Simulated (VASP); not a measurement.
A run of VASP 6.6.1 is set up as follows.

The input INCAR:

```
SYSTEM = Mg
PREC = Accurate
ENCUT = 520
EDIFF = 1E-6
ISMEAR = 0
SIGMA = 0.15
LREAL = .FALSE.
LASPH = .TRUE.
NELM = 100
ALGO = Fast
ISIF = 2
LWAVE = .FALSE.
LCHARG = .TRUE.
GGA = PS
LELF = .TRUE.
LVHAR = .TRUE.
NBANDS = 7
```

The input KPOINTS:

```
regular mesh
0
G
  26 26 26
  0 0 0
```

File POSCAR:

```
Mg
1.0
   -1.6294324105      1.6294324105      2.1182621336
    1.6294324105     -1.6294324105      2.1182621336
    1.6294324105      1.6294324105     -2.1182621336
Mg
1
Direct
    0.0000000000      0.0000000000      0.0000000000
```

Potentials or basis: VASP PAW PBE potentials, release 64 (Mg).

Launch:

```console
$ cat potpaw_PBE.64/Mg/POTCAR > POTCAR
$ mpirun -np 1 vasp_std > vasp.out
```

Question: Predict the pressure.

Answer: 0.2 GPa.

Question: What does it give for the band gap on the k mesh?

Answer: Zero (bands 1 and 2 overlap by 2.76 eV).

Stress tensor (GPa, compression positive):
```
0.06 0.00 0.00
0.00 0.06 0.00
0.00 0.00 0.58
```

Caveat: the PAW data sets were made with another functional, which shifts forces and pressure a little.
